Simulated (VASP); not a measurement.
# ScSiS3 (P4mm) in VASP: further runs

Runs on ScSiS3. Level: PBE. Tasks: single point, relaxation of cell and atoms.

Program: VASP 6.6.1. These are calculated values, not measurements. Logs are shortened: lines on timing, memory, paths and dates and some standing lists are left out, and cuts for length are marked.

### Step 1. The cell of the first run

It takes space group P4mm (No. 99, tetragonal). Conventional cell: a = 4.362 Å, b = 4.362 Å, c = 5.538 Å, α = 90.00°, β = 90.00°, γ = 90.00°. Sc (site symmetry 4mm) has 8 S at 2.58 to 3.33 Å within 3.4 Å. Si (site symmetry 4mm) has 5 S at 2.14 to 2.31 Å within 2.8 Å. S (site symmetry 2mm) has 2 Si at 2.31 Å and 2 Sc at 2.58 Å and 4 S at 3.08 Å within 3.1 Å. Within 2.8 Å of S (site symmetry 4mm) lie 1 Si at 2.14 Å.

The cell was generated, and may not be a known phase.

### Step 2. Single point, PBE

INCAR reads:

```
SYSTEM = ScSiS3
ALGO = Normal
EDIFF = 1E-6
ENCUT = 520
GGA = PE
ISIF = 2
ISMEAR = 0
LASPH = .TRUE.
LCHARG = .TRUE.
LELF = .TRUE.
LREAL = .FALSE.
LVHAR = .TRUE.
LWAVE = .FALSE.
NBANDS = 24
NELM = 100
PREC = Accurate
SIGMA = 0.1
```

KPOINTS reads:

```
k-points
0
G
  4 4 4
  0 0 0
```

POSCAR reads:

```
ScSiS3
1.0
    4.3619476068      0.0000000000      0.0000000000
    0.0000000000      4.3619476068      0.0000000000
    0.0000000000      0.0000000000      5.5379594442
Sc Si S
1 1 3
Direct
    0.5000000000      0.5000000000      1.1558818675
    0.0000000000      0.0000000000      0.5433601681
    0.0000000000      0.5000000000      0.4051785840
    0.0000000000      0.0000000000      0.9289197863
    0.5000000000      0.0000000000      0.4051785840
```

Potentials or basis: VASP PAW PBE potentials, release 64 (Sc_sv, Si, S).

On the command line:

```
cat potpaw_PBE.64/Sc_sv/POTCAR potpaw_PBE.64/Si/POTCAR potpaw_PBE.64/S/POTCAR > POTCAR
mpirun -np 1 vasp_std > vasp.out
```

OUTCAR:

```text
SYSTEM = ScSiS3
   EDIFF = 1E-6
   ENCUT = 520
   GGA = PE
   ISIF = 2
   ISMEAR = 0
   LASPH = .TRUE.
   LREAL = .FALSE.
   NELM = 100
   PREC = Accurate

 ion  position               nearest neighbor table
   1  0.500  0.500  0.156-   3 2.58   5 2.58   5 2.58   3 2.58
   2  0.000  0.000  0.543-   4 2.14   3 2.31   5 2.31   3 2.31   5 2.31
   3  0.000  0.500  0.405-   2 2.31   2 2.31   1 2.58   1 2.58
   4  0.000  0.000  0.929-   2 2.14
   5  0.500  0.000  0.405-   2 2.31   2 2.31   1 2.58   1 2.58

  LATTYP: Found a simple tetragonal cell.
 ALAT       =     4.3619476068
 C/A-ratio  =     1.2696070525

  Lattice vectors:

 A1 = (   4.3619476068,   0.0000000000,   0.0000000000)
 A2 = (   0.0000000000,   4.3619476068,   0.0000000000)
 A3 = (   0.0000000000,   0.0000000000,   5.5379594442)

Analysis of symmetry for initial positions (statically):
=====================================================================
 Subroutine PRICEL returns:
 Original cell was already a primitive cell.

 Routine SETGRP: Setting up the symmetry group for a
 simple tetragonal supercell.

 Subroutine GETGRP returns: Found  8 space group operations
 (whereof  8 operations were pure point group operations)
 out of a pool of 16 trial point group operations.

The static configuration has the point symmetry C_4v.

Analysis of symmetry for dynamics (positions and initial velocities):
=====================================================================
 Subroutine PRICEL returns:
 Original cell was already a primitive cell.

 Routine SETGRP: Setting up the symmetry group for a
 simple tetragonal supercell.

 Subroutine GETGRP returns: Found  8 space group operations
 (whereof  8 operations were pure point group operations)
 out of a pool of 16 trial point group operations.

The dynamic configuration has the point symmetry C_4v.

 Subroutine INISYM returns: Found  8 space group operations
 (whereof  8 operations are pure point group operations),
 and found     1 'primitive' translations

----------------------------------------------------------------------------------------

                                     Primitive cell

  volume of cell :     105.3685

  direct lattice vectors                    reciprocal lattice vectors
     4.361947607  0.000000000  0.000000000     0.229255390  0.000000000  0.000000000
     0.000000000  4.361947607  0.000000000     0.000000000  0.229255390  0.000000000
     0.000000000  0.000000000  5.537959444     0.000000000  0.000000000  0.180571925

  length of vectors
     4.361947607  4.361947607  5.537959444     0.229255390  0.229255390  0.180571925

  position of ions in fractional coordinates (direct lattice)
     0.500000000  0.500000000  0.155881867
     0.000000000  0.000000000  0.543360168
     0.000000000  0.500000000  0.405178584
     0.000000000  0.000000000  0.928919786
     0.500000000  0.000000000  0.405178584

  ion indices of the primitive-cell ions
   primitive index   ion index
                 1           1
                 2           2
                 3           3
                 4           4
                 5           5

----------------------------------------------------------------------------------------

 KPOINTS: k-points

Automatic generation of k-mesh.
 Grid dimensions read from file:
 generate k-points for:    4    4    4

 Generating k-lattice:

  Cartesian coordinates                     Fractional coordinates (reciprocal lattice)
     0.057313848  0.000000000  0.000000000     0.250000000  0.000000000  0.000000000
     0.000000000  0.057313848  0.000000000     0.000000000  0.250000000  0.000000000
     0.000000000  0.000000000  0.045142981     0.000000000  0.000000000  0.250000000

  Length of vectors
     0.057313848  0.057313848  0.045142981

  Shift w.r.t. Gamma in fractional coordinates (k-lattice)
     0.000000000  0.000000000  0.000000000

 Subroutine IBZKPT returns following result:
 ===========================================

 Found     18 irreducible k-points:

 Following reciprocal coordinates:
            Coordinates               Weight
  0.000000  0.000000  0.000000      1.000000
  0.250000  0.000000  0.000000      4.000000
  0.500000  0.000000  0.000000      2.000000
  0.250000  0.250000  0.000000      4.000000
  0.500000  0.250000  0.000000      4.000000
  0.500000  0.500000  0.000000      1.000000
[... 10 lines left out ...]
  0.500000  0.250000  0.500000      4.000000
  0.500000  0.500000  0.500000      1.000000
   k-points           NKPTS =     18   k-points in BZ     NKDIM =     18   number of bands    NBANDS=     24
   number of dos      NEDOS =    301   number of ions     NIONS =      5
   total plane-waves  NPLWV =  43008
   dimension x,y,z NGX =    32 NGY =   32 NGZ =   42
   dimension x,y,z NGXF=    64 NGYF=   64 NGZF=   84
   ions per type =               1   1   3
   NGX,Y,Z   is equivalent  to a cutoff of  12.20, 12.20, 12.61 a.u.
   NGXF,Y,Z  is equivalent  to a cutoff of  24.39, 24.39, 25.22 a.u.
 SYSTEM =  ScSiS3
   PREC   = accura    normal or accurate (medium, high low for compatibility)
   ISTART =      0    job   : 0-new  1-cont  2-samecut
   ICHARG =      2    charge: 1-file 2-atom 10-const
   ISPIN  =      1    spin polarized calculation?
   LNONCOLLINEAR =      F non collinear calculations
   LSORBIT =      F    spin-orbit coupling
   LASPH  =      T    aspherical Exc in radial PAW
   ENCUT  =  520.0 eV  38.22 Ry    6.18 a.u.   8.11  8.11 10.30*2*pi/ulx,y,z
   NELM   =    100;   NELMIN=  2; NELMDL= -5     # of ELM steps
   EDIFF  = 0.1E-05   stopping-criterion for ELM
   LREAL  =      F    real-space projection
   EDIFFG = 0.1E-04   stopping-criterion for IOM
   NSW    =      0    number of steps for IOM
   IBRION =     -1    ionic relax: 0-MD 1-quasi-New 2-CG
   NFREE  =      0    steps in history (QN), initial steepest desc. (CG)
   ISIF   =      2    stress and relaxation
   ISYM   =      2    0-nonsym 1-usesym 2-fastsym
   POTIM  = 0.5000    time-step for ionic-motion
   TEBEG  =    0.0;   TEEND  =   0.0 temperature during run
   PSTRESS=    0.0 pullay stress
   NELECT =      33.0000    total number of electrons
   NUPDOWN=      -1.0000    fix difference up-down
   EMIN   =  10.00;   EMAX   =-10.00  energy-range for DOS
   EFERMI =   0.00;   METHOD = LEGACY
   ISMEAR =     0;   SIGMA  =   0.10  broadening in eV -4-tet -1-fermi 0-gaus
   EFERMI_NEDOS =   21; number of points for ismear=-14 and -15
   IALGO  =     38    algorithm
   IMIX   =      4    mixing-type and parameters
     AMIX     =   0.40;   BMIX     =  1.00
     AMIX_MAG =   1.60;   BMIX_MAG =  1.00
  volume/ion in A,a.u.               =      21.07       142.21
  Fermi-wavevector in a.u.,A,eV,Ry     =   1.111755  2.100913 16.816803  1.236000
  Thomas-Fermi vector in A             =   2.248322
   LORBIT       =      0    0 simple, 1 ext, 2 COOP (PROOUT), +10 PAW based schemes
   GGA     = PE    functional components
   LHFCALC =     F    Hartree Fock is set to
   AEXX    =    0.0000 exact exchange contribution
   IVDW    =     0    specifies the selected vdW correction
   LEPSILON=     F    determine dielectric tensor
   LRPA    =     F    only Hartree local field effects (RPA)
 non-spin polarized calculation
 Gauss-broadening in eV      SIGMA  =   0.10
  energy-cutoff  :      520.00
  volume of cell :      105.37
 maximum number of plane-waves:      2884
   NGX = 17   NGY = 17   NGZ = 21

 number of electron      32.9999992 magnetization

 Free energy of the ion-electron system (eV)
  ---------------------------------------------------
  ext. energy  EPLUGINS =         0.00000000
  ---------------------------------------------------
  free energy    TOTEN  =       -28.37256021 eV

  energy without entropy =      -28.36846604  energy(sigma->0) =      -28.37051312

 E-fermi :   5.2886     XC(G=0):  -9.3821

 val. band max:        5.2125611808   @ k =   0.2500   0.0000   0.5000
 cond. band min:       5.5197090356   @ k =   0.2500   0.2500   0.5000
 fundamental gap:      0.3071478548
 Fermi energy:         5.2886255115

 k-point     1 :       0.0000    0.0000    0.0000
  band No.  band energies     occupation
      1     -45.4986      2.00000
      2     -24.1615      2.00000
      3     -24.0781      2.00000
      4     -24.0781      2.00000
      5     -10.3039      2.00000
      6      -7.5283      2.00000
[... 16 lines left out ...]
     23       7.6189      0.00000
     24       8.4085      0.00000

 k-point     2 :       0.2500    0.0000    0.0000
  band No.  band energies     occupation
      1     -45.4984      2.00000
      2     -24.1602      2.00000
      3     -24.0864      2.00000
      4     -24.0776      2.00000
      5      -9.9689      2.00000
      6      -7.7436      2.00000
[... 16 lines left out ...]
     23       8.4131      0.00000
     24       8.9687      0.00000

 k-point     3 :       0.5000    0.0000    0.0000
  band No.  band energies     occupation
      1     -45.4981      2.00000
      2     -24.1589      2.00000
      3     -24.0947      2.00000
      4     -24.0772      2.00000
      5      -9.3142      2.00000
      6      -8.5882      2.00000
[... 16 lines left out ...]
     23       9.3879      0.00000
     24       9.8501      0.00000
[... 352 lines left out ...]
 k-point    17 :       0.5000    0.2500    0.5000
  band No.  band energies     occupation
      1     -45.4979      2.00000
      2     -24.1580      2.00000
      3     -24.0940      2.00000
      4     -24.0852      2.00000
      5      -8.8146      2.00000
      6      -8.4865      2.00000
[... 16 lines left out ...]
     23       7.8836      0.00000
     24       8.8805      0.00000

 k-point    18 :       0.5000    0.5000    0.5000
  band No.  band energies     occupation
      1     -45.4977      2.00000
      2     -24.1566      2.00000
      3     -24.0933      2.00000
      4     -24.0933      2.00000
      5      -8.4038      2.00000
      6      -8.4038      2.00000
[... 16 lines left out ...]
     23       8.2198      0.00000
     24       8.7055      0.00000

------------------------ aborting loop because EDIFF is reached ----------------------------------------

  FORCE on cell =-STRESS in cart. coord.  units (eV):
  Direction    XX          YY          ZZ          XY          YZ          ZX
  --------------------------------------------------------------------------------------
  -------------------------------------------------------------------------------------
  Total        0.0191667      0.0191667      0.1586075      0.0000000      0.0000000      0.0000000
  in kB        0.2914390      0.2914390      2.4117019      0.0000000      0.0000000      0.0000000
  external PRESSURE =       0.9981933 kB  Pullay stress =       0.0000000 kB

 VOLUME and BASIS-vectors are now :
 -----------------------------------------------------------------------------
  energy-cutoff  :      520.00
  volume of cell :      105.37
      direct lattice vectors                 reciprocal lattice vectors
     4.361947607  0.000000000  0.000000000     0.229255390  0.000000000  0.000000000
     0.000000000  4.361947607  0.000000000     0.000000000  0.229255390  0.000000000
     0.000000000  0.000000000  5.537959444     0.000000000  0.000000000  0.180571925

 POSITION                                       TOTAL-FORCE (eV/Angst)
 -----------------------------------------------------------------------------------
      2.18097      2.18097      0.86327         0.000000      0.000000     -0.035488
      0.00000      0.00000      3.00911         0.000000     -0.000000      0.027310
      0.00000      2.18097      2.24386         0.000000      0.000000      0.023496
      0.00000      0.00000      5.14432         0.000000     -0.000000     -0.038814
      2.18097      0.00000      2.24386         0.000000     -0.000000      0.023496
 -----------------------------------------------------------------------------------
    total drift:                                0.000000      0.000000     -0.000154

  FREE ENERGIE OF THE ION-ELECTRON SYSTEM (eV)
  ---------------------------------------------------
  free  energy   TOTEN  =       -28.3725602099 eV

  energy  without entropy=      -28.3684660392  energy(sigma->0) =      -28.37051312
```

It took 42 s on 1 thread of Intel Xeon Platinum 8488C (Sapphire Rapids), shared host; peak memory 0.21 GiB.

What came out:

* Free energy: -28.3726 eV
* Pressure: 0.1 GPa
* Largest force: 0.039 eV/Å
* Band gap on the k mesh: zero (an odd number of electrons rules out a gap without spin polarisation)

Forces in eV/Å, atoms in the order of the input:
```
Sc   0.000  0.000 -0.035
Si   0.000  0.000  0.027
S    0.000  0.000  0.023
S    0.000  0.000 -0.039
S    0.000  0.000  0.023
```

Caveat: the k points lie up to 0.36 Å⁻¹ apart, too coarse for converged energies and pressures of a metal.

### Step 3. Single point, PBE, collinear spin

INCAR reads:

```
  ALGO = Normal
  EDIFF = 1E-6
  ENCUT = 520
  GGA = PE
  ISIF = 2
  ISMEAR = 0
  ISPIN = 2
  LASPH = True
  LCHARG = True
  LELF = True
  LMAXMIX = 4
  LORBIT = 11
  LREAL = False
  LVHAR = True
  LWAVE = False
  MAGMOM = 1 0 0 0 0
  NBANDS = 28
  NELM = 150
  PREC = Accurate
  SIGMA = 0.1
```

KPOINTS reads:

```
k-points
0
Gamma
  4 4 4
```

POSCAR, as its differences from that of step 2:

```diff
@@ -8,3 +8,3 @@
 Direct
-    0.5000000000      0.5000000000      1.1558818675
+    0.5000000000      0.5000000000      0.1558818675
     0.0000000000      0.0000000000      0.5433601681
```

Potentials or basis: VASP PAW PBE potentials, release 64 (Sc_sv, Si, S).

On the command line:

```
cat potpaw_PBE.64/Sc_sv/POTCAR potpaw_PBE.64/Si/POTCAR potpaw_PBE.64/S/POTCAR > POTCAR
mpirun -np 1 vasp_std > vasp.out
```

It took 68 s on 1 thread of Intel Xeon Platinum 8488C (Sapphire Rapids), shared host; peak memory 0.27 GiB.

It converged, with:

```
Free energy                                           : -28.3726 eV
Pressure                                              : 0.1 GPa
Largest force                                         : 0.038 eV/Å
Net moment                                            : 0.00 μB per cell
Valence electrons inside the program's atomic spheres : Sc 9.26; Si 1.55; S 3.76, 3.71 (each value once)
```

Forces in eV/Å, atoms in the order of the input:
```
Sc   0.000  0.000 -0.035
Si   0.000  0.000  0.027
S    0.000  0.000  0.023
S    0.000  0.000 -0.038
S    0.000  0.000  0.023
```

Stress tensor (GPa, compression positive):
```
0.03 0.00 0.00
0.00 0.03 0.00
0.00 0.00 0.24
```

Levels at points of the mesh, in eV from the Fermi level:
Spin up:
```csv
k point,band 14,band 15,band 16,band 17,band 18,band 19
"(0.00, 0.00, 0.00)",-2.59,-2.41,-1.81,-1.81,0.70,1.20
"(0.50, 0.00, 0.00)",-3.28,-2.43,-2.08,0.76,0.87,0.93
"(0.50, 0.50, 0.00)",-3.36,-1.61,-1.51,0.84,1.29,1.57
"(0.00, 0.00, 0.50)",-2.69,-2.29,-2.29,-1.36,0.73,0.87
"(0.50, 0.00, 0.50)",-3.78,-2.73,-1.73,0.84,0.90,1.66
"(0.50, 0.50, 0.50)",-1.92,-1.60,-1.50,-0.11,1.05,1.44
```
Spin down:
| k point | band 12 | band 13 | band 14 | band 15 | band 16 | band 17 | band 18 | band 19 | band 20 | band 21 |
| --- | --- | --- | --- | --- | --- | --- | --- | --- | --- | --- |
| (0.00, 0.00, 0.00) | -2.73 | -2.73 | -2.59 | -2.41 | -1.81 | -1.81 | 0.70 | 1.20 | 1.64 | 2.28 |
| (0.50, 0.00, 0.00) | -4.05 | -3.91 | -3.28 | -2.43 | -2.08 | 0.76 | 0.87 | 0.93 | 1.81 | 2.28 |
| (0.50, 0.50, 0.00) | -4.04 | -3.36 | -3.36 | -1.61 | -1.51 | 0.84 | 1.29 | 1.57 | 1.57 | 2.84 |
| (0.00, 0.00, 0.50) | -3.36 | -2.69 | -2.69 | -2.29 | -2.29 | -1.36 | 0.73 | 0.87 | 2.33 | 2.33 |
| (0.50, 0.00, 0.50) | -3.82 | -3.78 | -3.78 | -2.73 | -1.73 | 0.84 | 0.90 | 1.66 | 1.77 | 2.10 |
| (0.50, 0.50, 0.50) | -3.92 | -1.92 | -1.92 | -1.60 | -1.50 | -0.11 | 1.05 | 1.44 | 1.61 | 1.61 |

Caveat: the k points lie up to 0.36 Å⁻¹ apart.

### Step 4. Single point, PBE

This run uses another cell than the first one, of 21.24 Å³/atom.

INCAR reads:

```
  ALGO = Normal
  EDIFF = 1E-6
  ENCUT = 520
  GGA = PE
  ISIF = 2
  ISMEAR = 0
  LASPH = T
  LCHARG = F
  LREAL = F
  LWAVE = F
  NBANDS = 24
  NELM = 60
  PREC = Accurate
  SIGMA = 0.1
```

KPOINTS reads:

```
k-points
0
Gamma
  10 10 8
```

POSCAR reads:

```
ScSiS3
1.0
    4.3488950896      0.0000000000      0.0000000000
    0.0000000000      4.3488950896      0.0000000000
    0.0000000000      0.0000000000      5.6147163360
Sc Si S
1 1 3
Direct
    0.5000000000      0.5000000000      0.1575332441
    0.0000000000      0.0000000000      0.5457069870
    0.0000000000      0.5000000000      0.4047249845
    0.0000000000      0.0000000000      0.9258287897
    0.5000000000      0.0000000000      0.4047249845
```

On the command line:

```
cat potpaw_PBE.64/Sc_sv/POTCAR potpaw_PBE.64/Si/POTCAR potpaw_PBE.64/S/POTCAR > POTCAR
mpirun -np 1 vasp_std > vasp.out
```

Wall time 2.7 min (1 thread of Intel Xeon Platinum 8488C (Sapphire Rapids), shared host); peak memory 0.38 GiB.

It converged, with:

- Free energy: -28.3570 eV
- Pressure: 0.0 GPa
- Largest force: 0.036 eV/Å
- Band gap on the k mesh: zero (an odd number of electrons rules out a gap without spin polarisation)

Forces in eV/Å, atoms in the order of the input:
```
Sc   0.000  0.000 -0.035
Si   0.000  0.000  0.027
S    0.000  0.000  0.022
S    0.000  0.000 -0.036
S    0.000  0.000  0.022
```

Stress tensor (GPa, compression positive):
```
 0.00  0.00  0.00
 0.00  0.00  0.00
 0.00  0.00 -0.10
```

Levels at points of the mesh, in eV from the Fermi level:
```csv
k point,band 15,band 16,band 17,band 18,band 19,band 20
"(0.00, 0.00, 0.00)",-2.82,-2.16,-2.16,0.40,0.88,1.26
"(0.50, 0.00, 0.00)",-2.85,-2.45,0.47,0.56,0.58,1.52
"(0.50, 0.50, 0.00)",-1.92,-1.82,0.55,0.95,1.26,1.26
"(0.00, 0.00, 0.50)",-2.62,-2.62,-1.76,0.44,0.54,1.99
"(0.50, 0.00, 0.50)",-3.05,-2.18,0.53,0.60,1.31,1.43
"(0.50, 0.50, 0.50)",-1.91,-1.81,-0.54,0.76,1.12,1.29
```

(Continued in part 2 of 2.)

The gap in the log of VASP goes by the Fermi energy; the results here count the filled bands.